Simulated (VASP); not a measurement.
# BAs (I-4m2) in VASP: a series of runs, part 2 of 2

VASP 6.6.1.

### 4 Single point, r2SCAN (strain +0.000 along x and y, +0.080 along z)

POSCAR reads:

```
BAs
1.0
    0.0000000000      2.3885000000      2.5795800000
    2.3885000000      0.0000000000      2.5795800000
    2.3885000000      2.3885000000      0.0000000000
B As
1 1
Direct
    0.0000000000      0.0000000000      0.0000000000
    0.7500000000      0.7500000000      0.7500000000
```

INCAR.step1 reads:

```
PREC = Accurate
ENCUT = 520
ISMEAR = 0
SIGMA = 0.05
LREAL = F
LASPH = T
NELM = 80
NBANDS = 11
GGA = PE
ALGO = Normal
EDIFF = 1E-4
LWAVE = T
LCHARG = F
```

INCAR.step2 reads:

```
PREC = Accurate
ENCUT = 520
EDIFF = 1E-6
ISMEAR = 0
SIGMA = 0.05
LREAL = F
LASPH = T
NELM = 80
ALGO = Normal
ISIF = 2
LWAVE = F
LCHARG = T
METAGGA = R2SCAN
LMIXTAU = T
LELF = T
LVHAR = T
NBANDS = 11
ISTART = 1
```

KPOINTS reads:

```
Automatic mesh
0
Gamma
  10 10 10
```

Potentials or basis: VASP PAW PBE potentials, release 64 (B, As).

Launch:

```bash
$ cat potpaw_PBE.64/B/POTCAR potpaw_PBE.64/As/POTCAR > POTCAR
$ cp INCAR.step1 INCAR
$ mpirun -np 1 vasp_std > vasp.out
$ cp INCAR.step2 INCAR
$ mpirun -np 1 vasp_std > vasp.out
```

OUTCAR:

```text
PREC = Accurate
   ENCUT = 520
   EDIFF = 1E-6
   ISMEAR = 0
   LREAL = F
   LASPH = T
   NELM = 80
   ISIF = 2
   METAGGA = R2SCAN
   ISTART = 1

 ion  position               nearest neighbor table
   1  0.000  0.000  0.000-   2 2.13   2 2.13   2 2.13   2 2.13
   2  0.750  0.750  0.750-   1 2.13   1 2.13   1 2.13   1 2.13

  LATTYP: Found a body centered tetragonal cell.
 ALAT       =     3.3778490937
 C/A-ratio  =     1.5273506474

  Lattice vectors:

 A1 = (  -2.3885000000,   0.0000000000,   2.5795800000)
 A2 = (   2.3885000000,   0.0000000000,   2.5795800000)
 A3 = (   0.0000000000,   2.3885000000,  -2.5795800000)

Analysis of symmetry for initial positions (statically):
=====================================================================
 Subroutine PRICEL returns:
 Original cell was already a primitive cell.

 Routine SETGRP: Setting up the symmetry group for a
 body centered tetragonal supercell.

 Subroutine GETGRP returns: Found  8 space group operations
 (whereof  8 operations were pure point group operations)
 out of a pool of 16 trial point group operations.

The static configuration has the point symmetry D_2d.

Analysis of symmetry for dynamics (positions and initial velocities):
=====================================================================
 Subroutine PRICEL returns:
 Original cell was already a primitive cell.

 Routine SETGRP: Setting up the symmetry group for a
 body centered tetragonal supercell.

 Subroutine GETGRP returns: Found  8 space group operations
 (whereof  8 operations were pure point group operations)
 out of a pool of 16 trial point group operations.

The dynamic configuration has the point symmetry D_2d.

 Subroutine INISYM returns: Found  8 space group operations
 (whereof  8 operations are pure point group operations),
 and found     1 'primitive' translations

[... 115 lines left out ...]
  volume/ion in A,a.u.               =      14.72        99.31
  Fermi-wavevector in a.u.,A,eV,Ry     =   1.060462  2.003982 15.300827  1.124579
  Thomas-Fermi vector in A             =   2.195844
   LORBIT       =      0    0 simple, 1 ext, 2 COOP (PROOUT), +10 PAW based schemes
   METAGGA = R2SCAN    functional components
   LHFCALC =     F    Hartree Fock is set to
   AEXX    =    0.0000 exact exchange contribution
   IVDW    =     0    specifies the selected vdW correction
   LEPSILON=     F    determine dielectric tensor
   LRPA    =     F    only Hartree local field effects (RPA)
 non-spin polarized calculation
 Gauss-broadening in eV      SIGMA  =   0.05
  energy-cutoff  :      520.00
  volume of cell :       29.43
 maximum number of plane-waves:       809
 NGX is ok and might be reduce to    28
   NGX = 13   NGY = 13   NGZ = 13

 number of electron       8.0000000 magnetization

 Free energy of the ion-electron system (eV)
  ---------------------------------------------------
  ext. energy  EPLUGINS =         0.00000000
  ---------------------------------------------------
  free energy    TOTEN  =       -22.11821419 eV

  energy without entropy =      -22.11821419  energy(sigma->0) =      -22.11821419

 E-fermi :   5.7704     XC(G=0): -10.7929

 val. band max:        5.4699613852   @ k =   0.0000   0.0000   0.0000
 cond. band min:       6.3339565077   @ k =   0.4000   0.0000   0.4000
 fundamental gap:      0.8639951226
 Fermi energy:         5.7704494631

 k-point     1 :       0.0000    0.0000    0.0000
  band No.  band energies     occupation
      1     -10.2512      2.00000
      2       4.6484      2.00000
      3       5.4700      2.00000
      4       5.4700      2.00000
      5       8.4179      0.00000
      6       8.4179      0.00000
      7       8.9444      0.00000
      8       9.2498      0.00000
      9      15.2042      0.00000
     10      17.1489      0.00000
     11      18.6963      0.00000
[... 309 lines left out ...]
 k-point    24 :       0.4000    0.3000    0.0000
  band No.  band energies     occupation
      1      -7.8935      2.00000
      2      -1.8178      2.00000
      3       1.6183      2.00000
      4       2.2578      2.00000
      5       7.8084      0.00000
      6       9.3422      0.00000
      7      13.8653      0.00000
      8      14.3186      0.00000
      9      16.9227      0.00000
     10      20.5028      0.00000
     11      21.7037      0.00000

 [... further k-points ...]
[... 5 lines left out ...]
  --------------------------------------------------------------------------------------
  -------------------------------------------------------------------------------------
  Total       -0.5135877     -0.5135877     -3.7398301      0.0000000      0.0000000     -0.0000000
  in kB      -27.9573310    -27.9573310   -203.5789957      0.0000000      0.0000000     -0.0000000
  external PRESSURE =     -86.4978859 kB  Pullay stress =       0.0000000 kB

 VOLUME and BASIS-vectors are now :
 -----------------------------------------------------------------------------
  energy-cutoff  :      520.00
  volume of cell :       29.43
      direct lattice vectors                 reciprocal lattice vectors
     0.000000000  2.388500000  2.579580000    -0.209336404  0.209336404  0.193830003
     2.388500000  0.000000000  2.579580000     0.209336404 -0.209336404  0.193830003
     2.388500000  2.388500000  0.000000000     0.209336404  0.209336404 -0.193830003

 POSITION                                       TOTAL-FORCE (eV/Angst)
 -----------------------------------------------------------------------------------
      0.00000      0.00000      0.00000         0.000000      0.000000      0.000000
      3.58275      3.58275      3.86937        -0.000000     -0.000000     -0.000000
 -----------------------------------------------------------------------------------
    total drift:                                0.000000      0.000000     -0.000000

  FREE ENERGIE OF THE ION-ELECTRON SYSTEM (eV)
  ---------------------------------------------------
  free  energy   TOTEN  =       -22.1182141881 eV

  energy  without entropy=      -22.1182141881  energy(sigma->0) =      -22.11821419
```

OUTCAR.step1:

```text
PREC = Accurate
   ENCUT = 520
   ISMEAR = 0
   LREAL = F
   LASPH = T
[... 558 lines left out ...]
 -----------------------------------------------------------------------------------
      0.00000      0.00000      0.00000        -0.000000     -0.000000      0.000000
      3.58275      3.58275      3.86937         0.000000      0.000000     -0.000000
 -----------------------------------------------------------------------------------
    total drift:                                0.000000      0.000000     -0.000000

  FREE ENERGIE OF THE ION-ELECTRON SYSTEM (eV)
  ---------------------------------------------------
  free  energy   TOTEN  =       -11.3091955190 eV

  energy  without entropy=      -11.3091955190  energy(sigma->0) =      -11.30919552
```

Wall time 2.9 min (1 thread of Intel Xeon Platinum 8259CL at 2.50GHz (Skylake/Cascade Lake), shared host); peak memory 0.19 GiB.

Results:

```yaml
Free_energy: -22.1182 eV
Pressure: -8.6 GPa
Band_gap_on_the_k_mesh: 0.86 eV, indirect (least direct gap 2.95 eV)
```

Stress tensor (GPa, compression positive):
```
 -2.80   0.00   0.00
  0.00  -2.80   0.00
  0.00   0.00 -20.36
```

Caveat: the cell differs from its parent crystal (strain +0.000 along x and y, +0.080 along z); the PAW data sets were made with another functional, which shifts forces and pressure a little. A k mesh can miss the band edges.

### 5 Overview

```csv
cell,gap on the mesh (eV),pressure (GPa)
"a = 3.316, b = 3.316, c = 3.513 Å, angles 58.0, 58.0, 64.0°, 2 atoms",none,1.4
"a = 3.381, b = 3.381, c = 3.513 Å, angles 58.7, 58.7, 62.6°, 2 atoms",0.22,-4.2
"a = 3.516, b = 3.516, c = 3.378 Å, angles 61.3, 61.3, 57.4°, 2 atoms",0.86,-8.6
```

Alike in all rows: task single point; level r2SCAN; potentials or basis VASP PAW PBE potentials, release 64 (B, As); no spin polarisation; k mesh 10 × 10 × 10; cutoff (eV) 520; smearing gaussian 0.05 eV.

Caveats: the PAW data sets were made with another functional, which shifts forces and pressure a little.

Absolute energies hang on the potentials; compare differences alone.
